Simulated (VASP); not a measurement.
# YMg6Cr (Amm2) in VASP: a series of runs

Runs on YMg6Cr. Level: PBE. Tasks: single point.

Everything below comes from runs of VASP 6.6.1. Logs are shortened: lines on timing, memory, paths and dates and some standing lists are left out, and cuts for length are marked.

## 1. The cell of the first run

Symmetry: Amm2, No. 38, orthorhombic system. Conventional cell: a = 4.979 Å, b = 6.371 Å, c = 11.059 Å, α = 90.00°, β = 90.00°, γ = 90.00°. Within 4.0 Å of Y (site symmetry mm2) lie 2 Cr at 3.06 Å and 10 Mg at 3.11 to 3.27 Å. Within 4.0 Å of Cr (site symmetry mm2) lie 2 Y at 3.06 Å and 10 Mg at 3.07 to 3.27 Å. Mg (site symmetry mm2) has 10 Mg at 3.12 to 3.22 Å and 2 Cr at 3.19 Å within 4.1 Å. Mg (site symmetry m) has 8 Mg at 3.05 to 3.25 Å and 2 Cr at 3.11 to 3.27 Å and 2 Y at 3.16 Å within 4.0 Å. Within 4.1 Å of Mg (site symmetry mm2) lie 10 Mg at 3.08 to 3.29 Å and 2 Y at 3.19 Å. Within 4.0 Å of Mg (site symmetry m) lie 8 Mg at 3.05 to 3.31 Å and 2 Cr at 3.07 Å and 2 Y at 3.11 to 3.27 Å.

## 2. Single point, PBE, collinear spin, ferromagnetic start

File INCAR:

```
SYSTEM = YMg6Cr
ALGO     = Fast           ! electronic algorithm
EDIFF    = 1E-6           ! SCF threshold, eV
ENCUT    = 520            ! plane-wave cutoff, eV
GGA      = PE             ! functional
ISIF     = 2              ! what is computed and relaxed
ISMEAR   = -1             ! smearing method
ISPIN    = 2              ! spin polarisation
LASPH    = .TRUE.         ! aspherical terms in the spheres
LCHARG   = .FALSE.        ! write CHGCAR
LMAXMIX  = 4              ! l up to which the mixer works
LORBIT   = 11             ! projections on sites
LREAL    = .FALSE.        ! projectors in reciprocal space
LWAVE    = .FALSE.        ! write WAVECAR
MAGMOM   = 0 3 0 0 0 0 0 0 ! initial moments
NBANDS   = 32             ! bands
NELM     = 150            ! most SCF steps
PREC     = Accurate       ! precision mode
SIGMA    = 0.05           ! smearing width, eV
```

File KPOINTS:

```
k-points
0
G
  5 5 5
  0 0 0
```

File POSCAR:

```
YMg6Cr
1.0
    4.9789589677      0.0000000000      0.0000000000
    0.0000000000      3.1857110046      5.5294927281
    0.0000000000     -3.1857110046      5.5294927281
Y Cr Mg
1 1 6
Direct
    0.0000000000      0.8259090000      0.8259090000
    0.5000000000      0.6653350000      0.6653350000
    0.5000000000      0.1668110000      0.1668110000
    0.5000000000      0.6664040000      0.1767440000
    0.5000000000      0.1767440000      0.6664040000
    0.0000000000      0.3376130000      0.3376130000
    0.0000000000      0.8205750000      0.3406090000
    0.0000000000      0.3406090000      0.8205750000
```

Potentials or basis: VASP PAW PBE potentials, release 64 (Y_sv, Cr_pv, Mg).

The run is started by

```bash
cat potpaw_PBE.64/Y_sv/POTCAR potpaw_PBE.64/Cr_pv/POTCAR potpaw_PBE.64/Mg/POTCAR > POTCAR
mpirun -np 1 vasp_std > vasp.out
```

OUTCAR:

```text
SYSTEM = YMg6Cr
   EDIFF = 1E-6
   ENCUT = 520
   GGA = PE
   ISIF = 2
   ISMEAR = -1
   ISPIN = 2
   LASPH = .TRUE.
   LORBIT = 11
   LREAL = .FALSE.
   NELM = 150
   PREC = Accurate

 ion  position               nearest neighbor table
   1  0.000  0.826  0.826-   2 3.06   2 3.06   8 3.11   7 3.11   5 3.16   4 3.16   4 3.16   5 3.16
                             6 3.19   6 3.19   8 3.27   7 3.27
   2  0.500  0.665  0.665-   1 3.06   1 3.06   8 3.07   7 3.07   7 3.07   8 3.07   5 3.11   4 3.11
                             3 3.19   3 3.19   5 3.27   4 3.27
   3  0.500  0.167  0.167-   6 3.12   6 3.12   8 3.14   7 3.14   7 3.14   8 3.14   4 3.16   5 3.16
                             2 3.19   2 3.19   4 3.22   5 3.22
   4  0.500  0.666  0.177-   7 3.05   7 3.05   6 3.08   6 3.08   2 3.11   5 3.12   1 3.16   1 3.16
                             3 3.16   3 3.22   5 3.25   2 3.27
   5  0.500  0.177  0.666-   8 3.05   8 3.05   6 3.08   6 3.08   2 3.11   4 3.12   1 3.16   1 3.16
                             3 3.16   3 3.22   4 3.25   2 3.27
   6  0.000  0.338  0.338-   4 3.08   5 3.08   4 3.08   5 3.08   7 3.09   8 3.09   3 3.12   3 3.12
                             1 3.19   1 3.19   7 3.29   8 3.29
   7  0.000  0.821  0.341-   4 3.05   4 3.05   8 3.06   2 3.07   2 3.07   6 3.09   1 3.11   3 3.14
                             3 3.14   1 3.27   6 3.29   8 3.31
   8  0.000  0.341  0.821-   5 3.05   5 3.05   7 3.06   2 3.07   2 3.07   6 3.09   1 3.11   3 3.14
                             3 3.14   1 3.27   6 3.29   7 3.31

  LATTYP: Found a base centered orthorhombic cell.
 ALAT       =     6.3714220092
 B/A-ratio  =     1.7357169938
 C/A-ratio  =     0.7814517639

  Lattice vectors:

 A1 = (   0.0000000000,   3.1857110046,  -5.5294927281)
 A2 = (   0.0000000000,   3.1857110046,   5.5294927281)
 A3 = (   4.9789589677,   0.0000000000,   0.0000000000)

Analysis of symmetry for initial positions (statically):
=====================================================================
 Subroutine PRICEL returns:
 Original cell was already a primitive cell.

 Routine SETGRP: Setting up the symmetry group for a
 base centered orthorhombic supercell.

 Subroutine GETGRP returns: Found  4 space group operations
 (whereof  4 operations were pure point group operations)
 out of a pool of  8 trial point group operations.

The static configuration has the point symmetry C_2v.

Analysis of symmetry for dynamics (positions and initial velocities):
=====================================================================
 Subroutine PRICEL returns:
 Original cell was already a primitive cell.

 Routine SETGRP: Setting up the symmetry group for a
 base centered orthorhombic supercell.

 Subroutine GETGRP returns: Found  4 space group operations
 (whereof  4 operations were pure point group operations)
 out of a pool of  8 trial point group operations.

The dynamic configuration has the point symmetry C_2v.

Analysis of structural, dynamic, and magnetic symmetry:
=====================================================================
 Subroutine PRICEL returns:
 Original cell was already a primitive cell.

 Routine SETGRP: Setting up the symmetry group for a
 base centered orthorhombic supercell.

 Subroutine GETGRP returns: Found  4 space group operations
 (whereof  4 operations were pure point group operations)
 out of a pool of  8 trial point group operations.

The overall configuration has the point symmetry C_2v.

 Subroutine INISYM returns: Found  4 space group operations
 (whereof  4 operations are pure point group operations),
 and found     1 'primitive' translations

----------------------------------------------------------------------------------------

                                     Primitive cell

  volume of cell :     175.4124

  direct lattice vectors                    reciprocal lattice vectors
     4.978958968  0.000000000  0.000000000     0.200845198  0.000000000  0.000000000
     0.000000000  3.185711005  5.529492728     0.000000000  0.156950834  0.090424208
     0.000000000 -3.185711005  5.529492728     0.000000000 -0.156950834  0.090424208

  length of vectors
     4.978958968  6.381539347  6.381539347     0.200845198  0.181135589  0.181135589

  position of ions in fractional coordinates (direct lattice)
     0.000000000  0.825909000  0.825909000
[... 83 lines left out ...]
   ICHARG =      2    charge: 1-file 2-atom 10-const
   ISPIN  =      2    spin polarized calculation?
   LNONCOLLINEAR =      F non collinear calculations
   LSORBIT =      F    spin-orbit coupling
   LASPH  =      T    aspherical Exc in radial PAW
   ENCUT  =  520.0 eV  38.22 Ry    6.18 a.u.   9.26 11.87 11.87*2*pi/ulx,y,z
   NELM   =    150;   NELMIN=  2; NELMDL= -5     # of ELM steps
   EDIFF  = 0.1E-05   stopping-criterion for ELM
   LREAL  =      F    real-space projection
   EDIFFG = 0.1E-04   stopping-criterion for IOM
   NSW    =      0    number of steps for IOM
   IBRION =     -1    ionic relax: 0-MD 1-quasi-New 2-CG
   NFREE  =      0    steps in history (QN), initial steepest desc. (CG)
   ISIF   =      2    stress and relaxation
   ISYM   =      2    0-nonsym 1-usesym 2-fastsym
   POTIM  = 0.5000    time-step for ionic-motion
   TEBEG  =    0.0;   TEEND  =   0.0 temperature during run
   PSTRESS=    0.0 pullay stress
   NELECT =      35.0000    total number of electrons
   NUPDOWN=      -1.0000    fix difference up-down
   EMIN   =  10.00;   EMAX   =-10.00  energy-range for DOS
   EFERMI =   0.00;   METHOD = LEGACY
   ISMEAR =    -1;   SIGMA  =   0.05  broadening in eV -4-tet -1-fermi 0-gaus
   EFERMI_NEDOS =   21; number of points for ismear=-14 and -15
   IALGO  =     68    algorithm
   IMIX   =      4    mixing-type and parameters
     AMIX     =   0.40;   BMIX     =  1.00
     AMIX_MAG =   1.60;   BMIX_MAG =  1.00
  volume/ion in A,a.u.               =      21.93       147.97
  Fermi-wavevector in a.u.,A,eV,Ry     =   0.956630  1.807769 12.451255  0.915141
  Thomas-Fermi vector in A             =   2.085576
   LORBIT       =     11    0 simple, 1 ext, 2 COOP (PROOUT), +10 PAW based schemes
   GGA     = PE    functional components
   LHFCALC =     F    Hartree Fock is set to
   AEXX    =    0.0000 exact exchange contribution
   IVDW    =     0    specifies the selected vdW correction
   LEPSILON=     F    determine dielectric tensor
   LRPA    =     F    only Hartree local field effects (RPA)
 spin polarized calculation
 RMM-DIIS sequential band-by-band and
  energy-cutoff  :      520.00
  volume of cell :      175.41
 maximum number of plane-waves:      4750
 NGX is ok and might be reduce to    40
   NGX = 19   NGY = 23   NGZ = 23

 number of electron      35.0000002 magnetization       4.0297325

 Free energy of the ion-electron system (eV)
  ---------------------------------------------------
  ext. energy  EPLUGINS =         0.00000000
  ---------------------------------------------------
  free energy    TOTEN  =       -23.83118098 eV

  energy without entropy =      -23.78886983  energy(sigma->0) =      -23.81002540

 E-fermi :   3.2955     XC(G=0):  -9.1451

 val. band max:        3.2946229955   @ k =   0.0000  -0.4000   0.2000
 cond. band min:       3.3050489262   @ k =   0.0000   0.4000   0.4000
 fundamental gap:      0.0104259307
 Fermi energy:         3.2955347709

 spin component 1

 k-point     1 :       0.0000    0.0000    0.0000
  band No.  band energies     occupation
      1     -40.7653      1.00000
      2     -40.7623      1.00000
      3     -40.7436      1.00000
      4     -39.1431      1.00000
      5     -19.2258      1.00000
      6     -19.1873      1.00000
[... 757 lines left out ...]
     28       7.1968      0.00000
     29       7.3498      0.00000

 [... further k-points ...]

 spin component 2

 k-point     1 :       0.0000    0.0000    0.0000
  band No.  band energies     occupation
      1     -39.1445      1.00000
      2     -37.2297      1.00000
      3     -37.1719      1.00000
      4     -37.1638      1.00000
      5     -19.2089      1.00000
      6     -19.2037      1.00000
[... 757 lines left out ...]
     28       7.4087      0.00000
     29       7.7518      0.00000

 [... further k-points ...]

 [bands above 29 left out]

------------------------ aborting loop because EDIFF is reached ----------------------------------------

  FORCE on cell =-STRESS in cart. coord.  units (eV):
  Direction    XX          YY          ZZ          XY          YZ          ZX
  --------------------------------------------------------------------------------------
  -------------------------------------------------------------------------------------
  Total        2.9036829      2.7851983      2.8122395      0.0000000      0.0000000      0.0000000
  in kB       26.5215898     25.4393786     25.6863667      0.0000000      0.0000000      0.0000000
  external PRESSURE =      25.8824450 kB  Pullay stress =       0.0000000 kB

 VOLUME and BASIS-vectors are now :
 -----------------------------------------------------------------------------
  energy-cutoff  :      520.00
  volume of cell :      175.41
      direct lattice vectors                 reciprocal lattice vectors
     4.978958968  0.000000000  0.000000000     0.200845198  0.000000000  0.000000000
     0.000000000  3.185711005  5.529492728     0.000000000  0.156950834  0.090424208
     0.000000000 -3.185711005  5.529492728     0.000000000 -0.156950834  0.090424208

 POSITION                                       TOTAL-FORCE (eV/Angst)
 -----------------------------------------------------------------------------------
      0.00000      0.00000      9.13372         0.000000      0.000000     -0.036570
      2.48948      0.00000      7.35793         0.000000      0.000000      0.004944
      2.48948      0.00000      1.84476         0.000000      0.000000      0.036437
      2.48948      1.55992      4.66218         0.000000     -0.027851      0.029672
      2.48948     -1.55992      4.66218         0.000000      0.027851      0.029672
      0.00000      0.00000      3.73366         0.000000      0.000000     -0.048058
      0.00000      1.52903      6.42076         0.000000      0.049162     -0.008048
      0.00000     -1.52903      6.42076         0.000000     -0.049162     -0.008048
 -----------------------------------------------------------------------------------
    total drift:                               -0.000000     -0.000000      0.000200

  FREE ENERGIE OF THE ION-ELECTRON SYSTEM (eV)
  ---------------------------------------------------
  free  energy   TOTEN  =       -23.8311809799 eV

  energy  without entropy=      -23.7888698280  energy(sigma->0) =      -23.81002540

 total charge

# of ion       s       p       d       f       tot
--------------------------------------------------
    1        2.246   6.320   1.051   0.012   9.628
    2        0.305   6.146   4.055   0.000  10.506
    3        0.197   0.125   0.013   0.000   0.336
    4        0.222   0.141   0.014   0.000   0.376
    5        0.222   0.141   0.014   0.000   0.376
    6        0.227   0.142   0.013   0.000   0.382
    7        0.221   0.145   0.013   0.000   0.379
    8        0.221   0.145   0.013   0.000   0.379
--------------------------------------------------
tot          3.859  13.305   5.186   0.012  22.362

 magnetization (x)

# of ion       s       p       d       f       tot
--------------------------------------------------
    1        0.001   0.027  -0.011   0.003   0.021
    2        0.064   0.052   3.525   0.000   3.640
    3       -0.011  -0.001   0.001   0.000  -0.011
    4       -0.009  -0.002   0.001   0.000  -0.010
    5       -0.009  -0.002   0.001   0.000  -0.010
    6        0.008  -0.001  -0.001   0.000   0.006
    7       -0.007  -0.003   0.001   0.000  -0.009
    8       -0.007  -0.003   0.001   0.000  -0.009
--------------------------------------------------
tot          0.029   0.067   3.518   0.003   3.618
```

It took 22 min on 1 thread of Intel Xeon 8259CL, shared host; peak memory 0.54 GiB.

Results:

```yaml
Free_energy: -23.8312 eV
Pressure: 2.6 GPa
Largest_force: 0.050 eV/Å
Net_moment: 4.03 μB per cell
Site_moments: Y +0.02; Cr +3.64; Mg -0.01, +0.01 (each value once) μB
Valence_electrons_inside_the_program's_atomic_spheres: Y 9.63; Cr 10.51; Mg 0.34, 0.38 (each value once)
```

Forces on the atoms (eV/Å):
```
Y    0.000  0.000 -0.037
Cr   0.000  0.000  0.005
Mg   0.000  0.000  0.036
Mg   0.000 -0.028  0.030
Mg   0.000  0.028  0.030
Mg   0.000  0.000 -0.048
Mg   0.000  0.049 -0.008
Mg   0.000 -0.049 -0.008
```

## 3. Single point, PBE, collinear spin, ferromagnetic start

This run uses another cell than the first one, of 22.39 Å³/atom.

File INCAR:

```
SYSTEM = YMg6Cr
PREC = Accurate
ENCUT = 520
EDIFF = 1E-7
ISMEAR = -1
SIGMA = 0.05
LREAL = .False.
LASPH = .True.
NELM = 150
ALGO = Fast
ISIF = 2
LWAVE = .False.
LCHARG = .False.
ISPIN = 2
MAGMOM = 0 3 0 0 0 0 0 0
LORBIT = 11
LMAXMIX = 4
GGA = PE
NBANDS = 32
```

File KPOINTS:

```
Automatic mesh
0
Gamma
  5 5 5
  0 0 0
```

POSCAR, as its differences from that of step 2:

```diff
@@ -2,5 +2,5 @@
 1.0
-    4.9789589677      0.0000000000      0.0000000000
-    0.0000000000      3.1857110046      5.5294927281
-    0.0000000000     -3.1857110046      5.5294927281
+    5.0140232143      0.0000000000      0.0000000000
+    0.0000000000      3.2081463283      5.5684341008
+    0.0000000000     -3.2081463283      5.5684341008
 Y Cr Mg
```

Potentials or basis: VASP PAW PBE potentials, release 64 (Y_sv, Cr_pv, Mg).

The run is started by

```bash
cat potpaw_PBE.64/Y_sv/POTCAR potpaw_PBE.64/Cr_pv/POTCAR potpaw_PBE.64/Mg/POTCAR > POTCAR
mpirun -np 1 vasp_std > vasp.out
```

It took 24 min on 1 thread of Intel Xeon 8259CL, shared host; peak memory 0.54 GiB.

It converged, with:

- Free energy: -23.8799 eV
- Pressure: 1.6 GPa
- Largest force: 0.039 eV/Å
- Net moment: 4.08 μB per cell
- Site moments: Y +0.02; Cr +3.67; Mg -0.01, +0.01 (each value once) μB
- Valence electrons inside the program's atomic spheres: Y 9.59; Cr 10.49; Mg 0.33, 0.37, 0.38 (each value once)

Forces in eV/Å, atoms in the order of the input:
```
Y    0.000  0.000 -0.032
Cr   0.000  0.000  0.005
Mg   0.000  0.000  0.035
Mg   0.000 -0.022  0.027
Mg   0.000  0.022  0.027
Mg   0.000  0.000 -0.037
Mg   0.000  0.037 -0.012
Mg   0.000 -0.037 -0.012
```

Stress tensor (GPa, compression positive):
```
1.64 0.00 0.00
0.00 1.54 0.00
0.00 0.00 1.63
```

Levels at points of the mesh, in eV from the Fermi level:
Spin up:
```
           k point  band 18  band 19  band 20  band 21  band 22  band 23
(0.00, 0.00, 0.00)    -0.88    -0.66    -0.48     0.41     0.89     1.00
```
Spin down:
```
           k point  band 12  band 13  band 14  band 15  band 16  band 17  band 18  band 19
(0.00, 0.00, 0.00)    -2.05    -1.52    -1.15    -0.94    -0.37     0.41     0.82     1.43
```
